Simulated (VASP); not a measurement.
Crystal: GaP.

```
Ga P
1.0
     1.94301    1.12180    6.43081
    -1.94301    1.12180    6.43081
     0.00000   -2.24360    6.43081
Ga P
2 2
Direct
  0.43537 0.43537 0.43537
  0.56463 0.56463 0.56463
  0.05739 0.05739 0.05739
  0.94261 0.94261 0.94261
```

Base run:

* Program: VASP 6.6.1
* Functional: r2SCAN
* Potentials or basis: VASP PAW PBE potentials, release 64 (Ga_d, P)
* Cutoff: 520 eV
* k mesh: 8 × 8 × 8
* Occupations: gaussian, width 0.01 eV
* Spin: no spin polarisation

Its results: band gap on the k mesh 1.08 eV (least direct gap 1.48 eV); pressure -2.5 GPa; largest force 0.061 eV/Å.

Q: The run is repeated on the same cell with these changes: k mesh from 8 × 8 × 8 to 7 × 7 × 7. What comes out?

A: Band gap on the k mesh 1.21 eV (least direct gap 1.48 eV); pressure -2.5 GPa; largest force 0.060 eV/Å.

Caveats: the PAW data sets were made with another functional, which shifts forces and pressure a little; an odd mesh through Γ misses points on the zone boundary, where band edges can lie (at least some runs).
